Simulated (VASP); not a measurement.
# Pt2Cl (P6/mmm) in VASP: notebook, part 2 of 2

VASP 6.6.1.

## 4. Single point, PBE, collinear spin, ferromagnetic start

This run uses another cell than the first one, of 17.17 Å³/atom, 0.976 times its volume.

INCAR

```
SYSTEM = Pt2Cl
  PREC = Accurate
  ENCUT = 520
  EDIFF = 1E-7
  ISMEAR = 0
  SIGMA = 0.1
  LREAL = .False.
  LASPH = .True.
  NELM = 150
  ALGO = Normal
  ISIF = 2
  LWAVE = .False.
  LCHARG = .False.
  ISPIN = 2
  MAGMOM = 0.37 0.37 0
  LORBIT = 11
  LMAXMIX = 4
  GGA = PE
  NBANDS = 24
```

KPOINTS

```
regular mesh
0
Gamma
  6 6 4
  0 0 0
```

POSCAR

```
Pt2Cl
1.0
    4.7312672679      0.0000000000      0.0000000000
   -2.3656336339      4.0973976461      0.0000000000
    0.0000000000      0.0000000000      2.6573847175
Pt Cl
2 1
Direct
    0.3333333333      0.6666666667      0.5000000000
    0.6666666667      0.3333333333      0.5000000000
    0.0000000000      0.0000000000      0.0000000000
```

Potentials or basis: VASP PAW PBE potentials, release 64 (Pt, Cl).

The run is started by

```bash
$ cat potpaw_PBE.64/Pt/POTCAR potpaw_PBE.64/Cl/POTCAR > POTCAR
$ mpirun -np 1 vasp_std > vasp.out
```

OUTCAR:

```text
SYSTEM = Pt2Cl
   PREC = Accurate
   ENCUT = 520
   EDIFF = 1E-7
   ISMEAR = 0
   LREAL = .False.
   LASPH = .True.
   NELM = 150
   ISIF = 2
   ISPIN = 2
   LORBIT = 11
   GGA = PE

 ion  position               nearest neighbor table
   1  0.333  0.667  0.500-   2 2.73   2 2.73   2 2.73   3 3.04   3 3.04   3 3.04   3 3.04   3 3.04
                             3 3.04
   2  0.667  0.333  0.500-   1 2.73   1 2.73   1 2.73   3 3.04   3 3.04   3 3.04   3 3.04   3 3.04
                             3 3.04
   3  0.000  0.000  0.000-   1 3.04   2 3.04   1 3.04   2 3.04   1 3.04   1 3.04   2 3.04   2 3.04
                             2 3.04   2 3.04   1 3.04   1 3.04

  LATTYP: Found a hexagonal cell.
 ALAT       =     4.7312672679
 C/A-ratio  =     0.5616644690

  Lattice vectors:

 A1 = (   4.7312672679,   0.0000000000,   0.0000000000)
 A2 = (  -2.3656336339,   4.0973976461,   0.0000000000)
 A3 = (   0.0000000000,   0.0000000000,   2.6573847175)

Analysis of symmetry for initial positions (statically):
=====================================================================
 Subroutine PRICEL returns:
 Original cell was already a primitive cell.

 Routine SETGRP: Setting up the symmetry group for a
 hexagonal supercell.

 Subroutine GETGRP returns: Found 24 space group operations
 (whereof 24 operations were pure point group operations)
 out of a pool of 24 trial point group operations.

The static configuration has the point symmetry D_6h.

Analysis of symmetry for dynamics (positions and initial velocities):
=====================================================================
 Subroutine PRICEL returns:
 Original cell was already a primitive cell.

 Routine SETGRP: Setting up the symmetry group for a
 hexagonal supercell.

 Subroutine GETGRP returns: Found 24 space group operations
 (whereof 24 operations were pure point group operations)
[... 159 lines left out ...]
  ext. energy  EPLUGINS =         0.00000000
  ---------------------------------------------------
  free energy    TOTEN  =       -11.99204703 eV

  energy without entropy =      -11.97104210  energy(sigma->0) =      -11.98154457

 E-fermi :   7.8510     XC(G=0): -12.0009

 val. band max:        7.8319703446   @ k =   0.1667   0.0000   0.0000
 cond. band min:       7.8521218203   @ k =   0.3333   0.3333   0.0000
 fundamental gap:      0.0201514757
 Fermi energy:         7.8510411237

 spin component 1

 k-point     1 :       0.0000    0.0000    0.0000
  band No.  band energies     occupation
      1      -8.9403      1.00000
      2       1.9202      1.00000
      3       1.9409      1.00000
      4       1.9409      1.00000
      5       3.2625      1.00000
      6       3.5748      1.00000
[... 556 lines left out ...]
     23      21.6689      0.00000
     24      21.6813      0.00000
 Fermi energy:         7.8510411237

 spin component 2

 k-point     1 :       0.0000    0.0000    0.0000
  band No.  band energies     occupation
      1      -8.9403      1.00000
      2       1.9202      1.00000
      3       1.9410      1.00000
      4       1.9410      1.00000
      5       3.2625      1.00000
      6       3.5748      1.00000
[... 556 lines left out ...]
     23      21.6689      0.00000
     24      21.6813      0.00000

------------------------ aborting loop because EDIFF is reached ----------------------------------------

  FORCE on cell =-STRESS in cart. coord.  units (eV):
  Direction    XX          YY          ZZ          XY          YZ          ZX
  --------------------------------------------------------------------------------------
  -------------------------------------------------------------------------------------
  Total       -0.0520068     -0.0520068     -0.0460541     -0.0000000      0.0000000      0.0000000
  in kB       -1.6174495     -1.6174495     -1.4323171     -0.0000000      0.0000000      0.0000000
  external PRESSURE =      -1.5557387 kB  Pullay stress =       0.0000000 kB

 VOLUME and BASIS-vectors are now :
 -----------------------------------------------------------------------------
  energy-cutoff  :      520.00
  volume of cell :       51.52
      direct lattice vectors                 reciprocal lattice vectors
     4.731267268  0.000000000  0.000000000     0.211359863  0.122028674  0.000000000
    -2.365633634  4.097397646  0.000000000     0.000000000  0.244057347  0.000000000
     0.000000000  0.000000000  2.657384717     0.000000000  0.000000000  0.376309833

 POSITION                                       TOTAL-FORCE (eV/Angst)
 -----------------------------------------------------------------------------------
     -0.00000      2.73160      1.32869         0.000000     -0.000000      0.000000
      2.36563      1.36580      1.32869        -0.000000      0.000000     -0.000000
      0.00000      0.00000      0.00000         0.000000      0.000000     -0.000000
 -----------------------------------------------------------------------------------
    total drift:                                0.000000      0.000000     -0.000000

  FREE ENERGIE OF THE ION-ELECTRON SYSTEM (eV)
  ---------------------------------------------------
  free  energy   TOTEN  =       -11.9920470275 eV

  energy  without entropy=      -11.9710421046  energy(sigma->0) =      -11.98154457

 total charge

# of ion       s       p       d       tot
------------------------------------------
    1        0.617   0.351   8.063   9.031
    2        0.617   0.351   8.063   9.031
    3        1.654   3.310   0.000   4.964
--------------------------------------------------
tot          2.888   4.012  16.126  23.025

 magnetization (x)

# of ion       s       p       d       tot
------------------------------------------
    1        0.000   0.000   0.000   0.000
    2        0.000   0.000   0.000   0.000
    3       -0.000  -0.000   0.000  -0.000
--------------------------------------------------
tot          0.000  -0.000   0.000   0.000
```

stdout:

```text
POSCAR found type information on POSCAR PtCl
 POSCAR found :  2 types and       3 ions
 scaLAPACK will be used
 LDA part: xc-table for (Slater+PW92), standard interpolation
 POSCAR, INCAR and KPOINTS ok, starting setup
 FFT: planning ... GRIDC
 FFT: planning ... GRID_SOFT
 FFT: planning ... GRID
 WAVECAR not read
 entering main loop
```

Wall time 34 s (1 thread of AMD EPYC 9R14 (Zen 4), shared host); peak memory 0.17 GiB.

Results:

- Free energy: -11.9920 eV
- Pressure: -0.2 GPa
- Net moment: 0.00 μB per cell
- Valence electrons inside the program's atomic spheres: Pt 9.03; Cl 4.96

Caveat: the k points lie up to 0.59 Å⁻¹ apart; spin-orbit coupling is left out, which moves the levels of the heavy elements.

## 5. Relaxation of cell and atoms, PBE

This run uses another cell than the first one, of 17.17 Å³/atom, 0.976 times its volume.

INCAR

```
SYSTEM = Pt2Cl
PREC     = Accurate       ! precision mode
ENCUT    = 600            ! plane-wave cutoff, eV
EDIFF    = 1E-6           ! SCF threshold, eV
ISMEAR   = 0              ! smearing method
SIGMA    = 0.1            ! smearing width, eV
LREAL    = .False.        ! projectors in reciprocal space
LASPH    = .True.         ! aspherical terms in the spheres
NELM     = 80             ! most SCF steps
ALGO     = Normal         ! electronic algorithm
ISIF     = 3              ! what is computed and relaxed
LWAVE    = .False.        ! write WAVECAR
LCHARG   = .False.        ! write CHGCAR
GGA      = PE             ! functional
IBRION   = 2              ! ionic algorithm
NSW      = 90             ! ionic steps
EDIFFG   = -0.04          ! ionic threshold
```

KPOINTS

```
regular mesh
0
Gamma
  6 6 6
  0 0 0
```

POSCAR is that of step 4.

Potentials or basis: VASP PAW PBE potentials, release 64 (Pt, Cl).

The run is started by

```bash
$ cat potpaw_PBE.64/Pt/POTCAR potpaw_PBE.64/Cl/POTCAR > POTCAR
$ mpirun -np 1 vasp_std > vasp.out
```

OUTCAR:

```text
SYSTEM = Pt2Cl
   PREC = Accurate
   ENCUT = 600
   EDIFF = 1E-6
   ISMEAR = 0
   LREAL = .False.
   LASPH = .True.
   NELM = 80
   ISIF = 3
   GGA = PE
   IBRION = 2
   NSW = 90
   EDIFFG = -0.04

 ion  position               nearest neighbor table
   1  0.333  0.667  0.500-   2 2.73   2 2.73   2 2.73   3 3.04   3 3.04   3 3.04   3 3.04   3 3.04
                             3 3.04
   2  0.667  0.333  0.500-   1 2.73   1 2.73   1 2.73   3 3.04   3 3.04   3 3.04   3 3.04   3 3.04
                             3 3.04
   3  0.000  0.000  0.000-   1 3.04   2 3.04   1 3.04   2 3.04   1 3.04   1 3.04   2 3.04   2 3.04
                             2 3.04   2 3.04   1 3.04   1 3.04

  LATTYP: Found a hexagonal cell.
 ALAT       =     4.7312672679
 C/A-ratio  =     0.5616644690

  Lattice vectors:

 A1 = (   4.7312672679,   0.0000000000,   0.0000000000)
 A2 = (  -2.3656336339,   4.0973976461,   0.0000000000)
 A3 = (   0.0000000000,   0.0000000000,   2.6573847175)

Analysis of symmetry for initial positions (statically):
=====================================================================
 Subroutine PRICEL returns:
 Original cell was already a primitive cell.

 Routine SETGRP: Setting up the symmetry group for a
 hexagonal supercell.

 Subroutine GETGRP returns: Found 24 space group operations
 (whereof 24 operations were pure point group operations)
 out of a pool of 24 trial point group operations.

The static configuration has the point symmetry D_6h.

Analysis of symmetry for dynamics (positions and initial velocities):
=====================================================================
 Subroutine PRICEL returns:
 Original cell was already a primitive cell.

 Routine SETGRP: Setting up the symmetry group for a
 hexagonal supercell.

 Subroutine GETGRP returns: Found 24 space group operations
 (whereof 24 operations were pure point group operations)
 out of a pool of 24 trial point group operations.

The dynamic configuration has the point symmetry D_6h.

 Subroutine INISYM returns: Found 24 space group operations
 (whereof 24 operations are pure point group operations),
 and found     1 'primitive' translations

----------------------------------------------------------------------------------------

                                     Primitive cell

  volume of cell :      51.5158

  direct lattice vectors                    reciprocal lattice vectors
     4.731267268  0.000000000  0.000000000     0.211359863  0.122028674  0.000000000
    -2.365633634  4.097397646  0.000000000     0.000000000  0.244057347  0.000000000
     0.000000000  0.000000000  2.657384717     0.000000000  0.000000000  0.376309833

  length of vectors
     4.731267268  4.731267268  2.657384717     0.244057347  0.244057347  0.376309833

  position of ions in fractional coordinates (direct lattice)
     0.333333333  0.666666667  0.500000000
     0.666666667  0.333333333  0.500000000
     0.000000000  0.000000000  0.000000000

  ion indices of the primitive-cell ions
   primitive index   ion index
                 1           1
                 2           2
                 3           3

----------------------------------------------------------------------------------------

 KPOINTS: regular mesh

Automatic generation of k-mesh.
 Grid dimensions read from file:
 generate k-points for:    6    6    6

 Generating k-lattice:

[... 48 lines left out ...]
   ions per type =               2   1
   NGX,Y,Z   is equivalent  to a cutoff of  14.06, 14.06, 15.01 a.u.
   NGXF,Y,Z  is equivalent  to a cutoff of  28.11, 28.11, 30.03 a.u.
 SYSTEM =  Pt2Cl
   PREC   = accura    normal or accurate (medium, high low for compatibility)
   ISTART =      0    job   : 0-new  1-cont  2-samecut
   ICHARG =      2    charge: 1-file 2-atom 10-const
   ISPIN  =      1    spin polarized calculation?
   LNONCOLLINEAR =      F non collinear calculations
   LSORBIT =      F    spin-orbit coupling
   LASPH  =      T    aspherical Exc in radial PAW
   ENCUT  =  600.0 eV  44.10 Ry    6.64 a.u.   9.45  9.45  5.31*2*pi/ulx,y,z
   NELM   =     80;   NELMIN=  2; NELMDL= -5     # of ELM steps
   EDIFF  = 0.1E-05   stopping-criterion for ELM
   LREAL  =      F    real-space projection
   EDIFFG = -.4E-01   stopping-criterion for IOM
   NSW    =     90    number of steps for IOM
   IBRION =      2    ionic relax: 0-MD 1-quasi-New 2-CG
   NFREE  =      1    steps in history (QN), initial steepest desc. (CG)
   ISIF   =      3    stress and relaxation
   ISYM   =      2    0-nonsym 1-usesym 2-fastsym
   POTIM  = 0.5000    time-step for ionic-motion
   TEBEG  =    0.0;   TEEND  =   0.0 temperature during run
   PSTRESS=    0.0 pullay stress
   NELECT =      27.0000    total number of electrons
   NUPDOWN=      -1.0000    fix difference up-down
   EMIN   =  10.00;   EMAX   =-10.00  energy-range for DOS
   EFERMI =   0.00;   METHOD = LEGACY
   ISMEAR =     0;   SIGMA  =   0.10  broadening in eV -4-tet -1-fermi 0-gaus
   EFERMI_NEDOS =   21; number of points for ismear=-14 and -15
   IALGO  =     38    algorithm
   IMIX   =      4    mixing-type and parameters
     AMIX     =   0.40;   BMIX     =  1.00
     AMIX_MAG =   1.60;   BMIX_MAG =  1.00
  volume/ion in A,a.u.               =      17.17       115.88
  Fermi-wavevector in a.u.,A,eV,Ry     =   1.319925  2.494297 23.704114  1.742203
  Thomas-Fermi vector in A             =   2.449789
   LORBIT       =      0    0 simple, 1 ext, 2 COOP (PROOUT), +10 PAW based schemes
   GGA     = PE    functional components
   LHFCALC =     F    Hartree Fock is set to
   AEXX    =    0.0000 exact exchange contribution
   IVDW    =     0    specifies the selected vdW correction
   LEPSILON=     F    determine dielectric tensor
   LRPA    =     F    only Hartree local field effects (RPA)
 conjugate gradient relaxation of ions
 non-spin polarized calculation
 Gauss-broadening in eV      SIGMA  =   0.10
  energy-cutoff  :      600.00
  volume of cell :       51.52
 maximum number of plane-waves:      1751
 NGX is ok and might be reduce to    40
   NGX = 19   NGY = 19   NGZ = 11

--------------------------------------- Ionic step        1  -------------------------------------------

 number of electron      26.9999999 magnetization

 Free energy of the ion-electron system (eV)
  ---------------------------------------------------
  ext. energy  EPLUGINS =         0.00000000
  ---------------------------------------------------
  free energy    TOTEN  =       -11.64830174 eV

  energy without entropy =      -11.62875550  energy(sigma->0) =      -11.63852862

------------------------ aborting loop because EDIFF is reached ----------------------------------------

  FORCE on cell =-STRESS in cart. coord.  units (eV):
  Direction    XX          YY          ZZ          XY          YZ          ZX
  --------------------------------------------------------------------------------------
  -------------------------------------------------------------------------------------
  Total       -0.6665371     -0.6665371      2.8080090     -0.0000000     -0.0000000     -0.0000000
  in kB      -20.7297901    -20.7297901     87.3311249     -0.0000000     -0.0000000     -0.0000000
  external PRESSURE =      15.2905149 kB  Pullay stress =       0.0000000 kB
[... 172 lines left out ...]
--------------------------------------- Ionic step        6  -------------------------------------------

 number of electron      27.0000000 magnetization

 Free energy of the ion-electron system (eV)
  ---------------------------------------------------
  ext. energy  EPLUGINS =         0.00000000
  ---------------------------------------------------
  free energy    TOTEN  =       -11.72069648 eV

  energy without entropy =      -11.69014149  energy(sigma->0) =      -11.70541898

 E-fermi :   7.7063     XC(G=0): -11.9637

 val. band max:        7.7035339616   @ k =   0.3333   0.1667   0.5000
 cond. band min:       7.7265366590   @ k =   0.5000   0.0000   0.0000
 fundamental gap:      0.0230026974
 Fermi energy:         7.7063492472

 k-point     1 :       0.0000    0.0000    0.0000
  band No.  band energies     occupation
      1      -8.7781      2.00000
      2       1.9778      2.00000
      3       1.9778      2.00000
      4       2.3546      2.00000
      5       3.5429      2.00000
      6       3.9604      2.00000
[... 457 lines left out ...]
      4       2.8524      2.00000
      5       3.6756      2.00000
      6       4.3993      2.00000
[... 9 lines left out ...]
     16      11.8391      0.00000
     17      12.9149      0.00000

 [... further k-points ...]

------------------------ aborting loop because EDIFF is reached ----------------------------------------

  FORCE on cell =-STRESS in cart. coord.  units (eV):
  Direction    XX          YY          ZZ          XY          YZ          ZX
  --------------------------------------------------------------------------------------
  -------------------------------------------------------------------------------------
  Total        0.0082584      0.0082584      0.0751088      0.0000000     -0.0000000      0.0000000
  in kB        0.2550961      0.2550961      2.3200666      0.0000000     -0.0000000      0.0000000
  external PRESSURE =       0.9434196 kB  Pullay stress =       0.0000000 kB
[... 18 lines left out ...]
  FREE ENERGIE OF THE ION-ELECTRON SYSTEM (eV)
  ---------------------------------------------------
  free  energy   TOTEN  =       -11.7206964772 eV

  energy  without entropy=      -11.6901414892  energy(sigma->0) =      -11.70541898

 reached required accuracy - stopping structural energy minimisation
```

Wall time 75 s (1 thread of AMD EPYC 9R14 (Zen 4), shared host); peak memory 0.17 GiB.

What came out:

| Property | Result |
| --- | --- |
| Free energy | -11.7207 eV |
| Relaxed volume | 17.29 Å³/atom |
| Relaxed cell | a = 4.632 Å, b = 4.632 Å, c = 2.792 Å, α = 90.00°, β = 90.00°, γ = 120.00° |
| Space group after relaxing (to 0.05 Å) | P6/mmm (No. 191) |
| Energy gained by relaxing | 24.1 meV/atom |
| Ionic steps | 6 |
| Pressure after relaxing | 0.1 GPa |

The path:
```tsv
step	energy change (eV)	largest force (eV/Å)	pressure (GPa)	volume (Å³)
1	0.0000	0.0000	1.53	51.52
2	-0.0642	0.0000	-2.00	52.69
3	-0.0644	0.0000	-2.11	52.75
4	-0.0683	0.0000	1.88	51.20
5	-0.0722	0.0000	0.15	51.83
6	-0.0724	0.0000	0.09	51.87
```

Final structure:
```yaml
crystal:
  lattice:
    - [4.63151, 0.00000, 0.00000]
    - [-2.31575, 4.01100, 0.00000]
    - [0.00000, 0.00000, 2.79206]
  atoms:
    - { symbol: Pt, position: [0.33333, 0.66667, 0.50000] }
    - { symbol: Pt, position: [0.66667, 0.33333, 0.50000] }
    - { symbol: Cl, position: [0.00000, 0.00000, 0.00000] }
```

Levels at points of the mesh, in eV from the Fermi level:
```
           k point  band 10  band 11  band 12  band 13  band 14  band 15  band 16  band 17
(0.00, 0.00, 0.00)    -1.42    -0.73    -0.18    -0.18    -0.06    -0.06     3.83     3.83
(0.50, 0.00, 0.00)    -1.39    -0.87    -0.48    -0.05     0.02     0.09     2.12     6.40
(0.00, 0.00, 0.50)    -2.34    -2.05    -0.33    -0.33     1.26     1.54     3.95     8.14
(0.50, 0.00, 0.50)    -1.40    -1.16    -0.42     0.36     0.63     3.47     4.43     4.66
```

Caveat: the k points lie up to 0.38 Å⁻¹ apart in the final cell; spin-orbit coupling is left out, which moves the levels of the heavy elements; an odd number of electrons without spin polarisation forces a metal; a magnetic or distorted state may lie lower.

## 6. Summary

```csv
task,spin,cell,k mesh,cutoff (eV),gap on the mesh (eV),pressure (GPa)
single point,off,"a = 3.837, b = 3.837, c = 4.142 Å, angles 90.0, 90.0, 120.0°, 3 atoms",6 × 6 × 4,520,none,50.6
single point,off,"a = 4.630, b = 4.630, c = 2.801 Å, angles 90.0, 90.0, 120.0°, 3 atoms",6 × 6 × 6,520,none,-0.3
single point,"collinear, ferromagnetic start","a = 4.731, b = 4.731, c = 2.657 Å, angles 90.0, 90.0, 120.0°, 3 atoms",6 × 6 × 4,520,none,-0.2
relaxation of cell and atoms,off,"relaxed from a = 4.731, b = 4.731, c = 2.657 Å, angles 90.0, 90.0, 120.0°, 3 atoms",6 × 6 × 6,600,none,0.1
```

Alike in all rows: level PBE; potentials or basis VASP PAW PBE potentials, release 64 (Pt, Cl); smearing gaussian 0.1 eV.

Caveats: all runs use coarse meshes; spin-orbit coupling is left out, which moves the levels of the heavy elements; an odd number of electrons without spin polarisation forces a metal (some runs); a magnetic or distorted state may lie lower (some runs).

Total energies depend on the potentials used, so only differences within one code and one set of settings carry meaning.
